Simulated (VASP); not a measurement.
Ir, 1 atom in the cell. Symmetry: I4/mmm, No. 139, tetragonal system. Conventional cell: a = 2.900 Å, b = 2.900 Å, c = 3.337 Å, α = 90.00°, β = 90.00°, γ = 90.00°. Ir (site symmetry 4/mmm) has 14 Ir at 2.64 to 3.34 Å within 3.5 Å. 

```yaml
Program: VASP 6.6.1
Task: single point
Functional: PBE
Potentials_or_basis: VASP PAW PBE potentials, release 64 (Ir)
Cutoff: 520 eV
k_mesh: 22 × 22 × 22
Occupations: gaussian, width 0.15 eV
Spin: no spin polarisation
Dipole_correction: no
Further_INCAR_settings: ALGO = Normal; EDIFF = 1e-06; NBANDS = 10
```

Potentials or basis: VASP PAW PBE potentials, release 64 (Ir).

The run is started by

```sh
$ cat potpaw_PBE.64/Ir/POTCAR > POTCAR
$ mpirun -np 1 vasp_std > vasp.out
```

Hardware: 1 thread of AMD EPYC 9R45 96-Core Processor (Zen 5) (shared host).

Question: Estimate the wall time of this run.

Answer: Wall time 40 s on 1 thread of AMD EPYC 9R45 96-Core Processor (Zen 5), with other jobs on the host, peak memory 0.21 GiB. Counts: scf iterations 11, k points 834.
